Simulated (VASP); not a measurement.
# MgO (R-3m) in VASP: G0W0 quasiparticle levels with PBE

Aim: the G0W0 quasiparticle levels of MgO with PBE.

Program: VASP 6.6.1. These are calculated values, not measurements. Logs are shortened: lines on timing, memory, paths and dates and some standing lists are left out, and cuts for length are marked.

### Step 1. The cell of the first run

The structure is trigonal, space group R-3m (No. 166). Conventional cell: a = 2.973 Å, b = 2.973 Å, c = 7.391 Å, α = 90.00°, β = 90.00°, γ = 120.00°. Within 2.8 Å of Mg (site symmetry -3m) lie 6 O at 2.11 Å. O (site symmetry -3m) has 6 Mg at 2.11 Å within 2.8 Å.

### Step 2. G0W0 quasiparticle levels, PBE

Contents of POSCAR:

```
MgO
1.0
    0.0210216742      2.1231890908      2.1231890908
    2.1231890908      0.0210216742      2.1231890908
    2.1231890908      2.1231890908      0.0210216742
Mg O
1 1
Direct
    0.0000000000      0.0000000000      0.0000000000
    0.5000000000      0.5000000000      0.5000000000
```

Contents of INCAR.step1:

```
SYSTEM = MgO
PREC     = Accurate       ! precision mode
ENCUT    = 500            ! plane-wave cutoff, eV
EDIFF    = 1E-8           ! SCF threshold, eV
ISMEAR   = 0              ! smearing method
SIGMA    = 0.01           ! smearing width, eV
LREAL    = .False.        ! projectors in reciprocal space
LASPH    = .True.         ! aspherical terms in the spheres
NELM     = 100            ! most SCF steps
ALGO     = Normal         ! electronic algorithm
LWAVE    = .True.         ! write WAVECAR
LCHARG   = .False.        ! write CHGCAR
GGA      = PE             ! functional
```

Contents of INCAR.step2:

```
SYSTEM = MgO
PREC     = Accurate       ! precision mode
ENCUT    = 500            ! plane-wave cutoff, eV
EDIFF    = 1E-8           ! SCF threshold, eV
ISMEAR   = 0              ! smearing method
SIGMA    = 0.01           ! smearing width, eV
LREAL    = .False.        ! projectors in reciprocal space
LASPH    = .True.         ! aspherical terms in the spheres
NELM     = 1              ! most SCF steps
ALGO     = Exact          ! electronic algorithm
LWAVE    = .True.         ! write WAVECAR
LCHARG   = .False.        ! write CHGCAR
GGA      = PE             ! functional
NBANDS   = 82             ! bands
LOPTICS  = .True.         ! frequency-dependent dielectric function
ISTART   = 1
```

Contents of INCAR.step3:

```
SYSTEM = MgO
PREC     = Accurate       ! precision mode
ENCUT    = 500            ! plane-wave cutoff, eV
EDIFF    = 1E-8           ! SCF threshold, eV
ISMEAR   = 0              ! smearing method
SIGMA    = 0.01           ! smearing width, eV
LREAL    = .False.        ! projectors in reciprocal space
LASPH    = .True.         ! aspherical terms in the spheres
ALGO     = EVGW0          ! electronic algorithm
LWAVE    = .False.        ! write WAVECAR
LCHARG   = .False.        ! write CHGCAR
GGA      = PE             ! functional
NELMGW   = 1            
NBANDS   = 82             ! bands
ENCUTGW  = 150.0          ! cutoff of the response function
NOMEGA   = 48             ! frequency points
PRECFOCK = Fast         
ISTART   = 1            
NBANDSGW = 12
```

Contents of KPOINTS:

```
regular mesh
0
Gamma
  6 6 6
  0 0 0
```

Potentials or basis: VASP PAW PBE potentials, release 64 (Mg_GW, O_GW).

Started as:

```bash
$ cat potpaw_PBE.64/Mg_GW/POTCAR potpaw_PBE.64/O_GW/POTCAR > POTCAR
$ cp INCAR.step1 INCAR
$ mpirun -np 1 vasp_std > vasp.out
$ cp INCAR.step2 INCAR
$ mpirun -np 1 vasp_std > vasp.out
$ cp INCAR.step3 INCAR
$ mpirun -np 1 vasp_std > vasp.out
```

OUTCAR:

```text
SYSTEM = MgO
   PREC = Accurate
   ENCUT = 500
   EDIFF = 1E-8
   ISMEAR = 0
   LREAL = .False.
   LASPH = .True.
   GGA = PE
   NELMGW = 1
   ENCUTGW = 150.0
   PRECFOCK = Fast
   ISTART = 1

 ion  position               nearest neighbor table
   1  0.000  0.000  0.000-   2 2.11   2 2.11   2 2.11   2 2.11   2 2.11   2 2.11
   2  0.500  0.500  0.500-   1 2.11   1 2.11   1 2.11   1 2.11   1 2.11   1 2.11

  LATTYP: Found a trigonal (rhomboedric) cell.
 ALAT       =     3.0027163938
 COS(alpha) =     0.5098759986

  Lattice vectors:

 A1 = (   0.0210216742,   2.1231890908,   2.1231890908)
 A2 = (   2.1231890908,   0.0210216742,   2.1231890908)
 A3 = (   2.1231890908,   2.1231890908,   0.0210216742)

Analysis of symmetry for initial positions (statically):
=====================================================================
 Subroutine PRICEL returns:
 Original cell was already a primitive cell.

 Routine SETGRP: Setting up the symmetry group for a
 trigonal (rhombohedral) supercell.

 Subroutine GETGRP returns: Found 12 space group operations
 (whereof 12 operations were pure point group operations)
 out of a pool of 12 trial point group operations.

The static configuration has the point symmetry D_3d.

Analysis of symmetry for dynamics (positions and initial velocities):
=====================================================================
 Subroutine PRICEL returns:
 Original cell was already a primitive cell.

 Routine SETGRP: Setting up the symmetry group for a
 trigonal (rhombohedral) supercell.

 Subroutine GETGRP returns: Found 12 space group operations
 (whereof 12 operations were pure point group operations)
 out of a pool of 12 trial point group operations.

The dynamic configuration has the point symmetry D_3d.

 Subroutine INISYM returns: Found 12 space group operations
 (whereof 12 operations are pure point group operations),
 and found     1 'primitive' translations

[... 92 lines left out ...]
   ENCUT  =  500.0 eV  36.75 Ry    6.06 a.u.   5.47  5.47  5.47*2*pi/ulx,y,z
   NELM   =     60;   NELMIN=  2; NELMDL=  0     # of ELM steps
   EDIFF  = 0.1E-07   stopping-criterion for ELM
   LREAL  =      F    real-space projection
   EDIFFG = 0.1E-06   stopping-criterion for IOM
   NSW    =      0    number of steps for IOM
   IBRION =     -1    ionic relax: 0-MD 1-quasi-New 2-CG
   NFREE  =      0    steps in history (QN), initial steepest desc. (CG)
   ISIF   =      0    stress and relaxation
   ISYM   =      3    0-nonsym 1-usesym 2-fastsym
   POTIM  = 0.5000    time-step for ionic-motion
   TEBEG  =    0.0;   TEEND  =   0.0 temperature during run
   PSTRESS=    0.0 pullay stress
   NELECT =       8.0000    total number of electrons
   NUPDOWN=      -1.0000    fix difference up-down
   EMIN   =  10.00;   EMAX   =-10.00  energy-range for DOS
   EFERMI =   0.00;   METHOD = LEGACY
   ISMEAR =     0;   SIGMA  =   0.01  broadening in eV -4-tet -1-fermi 0-gaus
   EFERMI_NEDOS =   21; number of points for ismear=-14 and -15
   IALGO  =     38    algorithm
   IMIX   =      4    mixing-type and parameters
     AMIX     =   0.40;   BMIX     =  1.00
     AMIX_MAG =   1.60;   BMIX_MAG =  1.00
  volume/ion in A,a.u.               =       9.43        63.63
  Fermi-wavevector in a.u.,A,eV,Ry     =   1.230096  2.324544 20.587452  1.513135
  Thomas-Fermi vector in A             =   2.364957
   LORBIT       =      0    0 simple, 1 ext, 2 COOP (PROOUT), +10 PAW based schemes
   GGA     = PE    functional components
   LHFCALC =     T    Hartree Fock is set to
   PRECFOCK=fast      Normal, Fast or Accurate (Low or Medium for compatibility)
   ENCUT4O =  -1.0   cutoff for four orbital integrals eV
   NKREDX  =     1    reduce k-point grid by
   NKREDY  =     1    reduce k-point grid by
   NKREDZ  =     1    reduce k-point grid by
   AEXX    =    1.0000 exact exchange contribution
   HFSCREEN=    0.0000 screening length (either q_TF or 0.3 A-1)
   HFSCREENC=   0.0000 screening length for correlation (either q_TF or 0.3 A-1)
   ENCUTFOCK=  -1.0 apply spherical cutoff to Coloumb kernel
   IVDW    =     0    specifies the selected vdW correction
   LEPSILON=     F    determine dielectric tensor
   LRPA    =     F    only Hartree local field effects (RPA)
   LRPAFORCE           =     F    calculate RPA forces
   ENCUTGW             = 150.0    cutoff for response function in eV
   ENCUTGWSOFT         = 120.0    soft cutoff for Coulomb kernel in GW response function in eV
   ENCUTLF             =  -1.0    cutoff for local field effects
   NELMGW              =     1    number of iterations in solving QP/BSE equation
   NELMHF              =     1    number of iterations in the inner HF iteration
   NKREDLFX            =     1    NKREDLFY  =   1   NKREDLFZ  =   1
 non-spin polarized calculation
 Gauss-broadening in eV      SIGMA  =   0.01
  energy-cutoff  :      500.00
  volume of cell :       18.86
 maximum number of plane-waves:       507
 NGX is ok and might be reduce to    24
  NGX = 12; NGY = 12; NGZ = 12
   NGX = 11   NGY = 11   NGZ = 11
 maximum number of plane-waves:        82

 QP shifts <psi_nk| G(iteration)W_0 |psi_nk>: iteration 1
 for sc-GW calculations column KS-energies equals QP-energies in previous step
 and V_xc(KS)=  KS-energies - (<T + V_ion + V_H > + <T+V_H+V_ion>^1  + <V_x>^1)

 k-point   1 :       0.0000    0.0000    0.0000
  band No.  KS-energies  QP-energies   sigma(KS)   V_xc(KS)     V^pw_x(r,r')   Z            occupation Imag(sigma)

      1     -14.1085     -16.2756     -21.2368     -18.1295     -29.8977       0.6974       2.0000       1.1736
      2       3.0377       1.7509     -21.2865     -19.6449     -25.1064       0.7839       2.0000       0.1070
      3       3.1512       1.8646     -21.3712     -19.7278     -25.2173       0.7829       2.0000       0.1076
      4       3.1512       1.8646     -21.3712     -19.7278     -25.2173       0.7829       2.0000       0.1076
      5       7.7442       8.9677     -10.6608     -12.1200      -7.4054       0.8385       0.0000      -0.0522
      6      18.5868      19.8057      -7.5356      -9.0062      -3.0857       0.8288       0.0000      -0.1169
      7      19.0107      20.2331      -7.5334      -9.0111      -3.0475       0.8273       0.0000      -0.1225
      8      19.0107      20.2331      -7.5334      -9.0111      -3.0475       0.8273       0.0000      -0.1225
      9      22.7523      23.1995      -7.3113      -7.8896      -1.6680       0.7732       0.0000      -0.4897
     10      24.5252      26.0360      -7.9832      -9.8218      -3.2312       0.8217       0.0000      -0.1976
     11      24.5252      26.0360      -7.9832      -9.8218      -3.2312       0.8217       0.0000      -0.1976
     12      26.8380      28.3750      -7.5815      -9.5132      -1.9226       0.7957       0.0000      -0.5049
[... 356 lines left out ...]
      1     -12.5531     -14.7410     -22.8459     -19.8376     -31.3565       0.7273       2.0000       1.0711
      2      -0.4109      -2.2284     -17.9797     -15.6060     -22.0507       0.7657       2.0000       0.1365
      3       0.8927      -0.7691     -19.0370     -16.8911     -22.9847       0.7744       2.0000       0.1209
      4       1.4641      -0.0965     -19.6603     -17.6495     -23.6044       0.7761       2.0000       0.1170
      5      13.6114      14.9018      -9.3574     -10.9174      -5.3440       0.8272       0.0000      -0.0834
      6      14.4266      15.9984      -8.8186     -10.7051      -4.7718       0.8332       0.0000      -0.0815
      7      15.5038      17.2353     -11.9522     -14.1508      -7.5246       0.7876       0.0000      -0.1111
      8      19.4378      20.9878      -9.1124     -11.0482      -4.1518       0.8007       0.0000      -0.1944
      9      23.1087      24.6203      -9.3292     -11.2644      -3.7881       0.7811       0.0000      -0.3497
     10      27.5998      28.8372      -7.9044      -9.4311      -2.3355       0.8105       0.0000      -0.6044
     11      29.1062      31.0047      -8.8296     -11.0741      -3.5501       0.8458       0.0000      -0.6469
     12      31.2902      33.2354      -9.4609     -11.7591      -3.7046       0.8464       0.0000      -0.8503

 [... further k-points ...]
```

Wall time 2.5 min (1 thread of Intel Xeon 6975P-C (Granite Rapids), shared host); peak memory 0.39 GiB.

Results:

```yaml
Quasiparticle_gap: 7.10 eV
Least_direct_quasiparticle_gap: 7.10 eV
Band_gap_of_the_starting_levels_on_the_mesh: 4.59 eV
Least_direct_gap_of_the_starting_levels_on_the_mesh: 4.59 eV
```

Caveat: the k points lie up to 0.43 Å⁻¹ apart; bands, screening cutoff and mesh are small and nothing is extrapolated, so the quasiparticle values aren't converged.
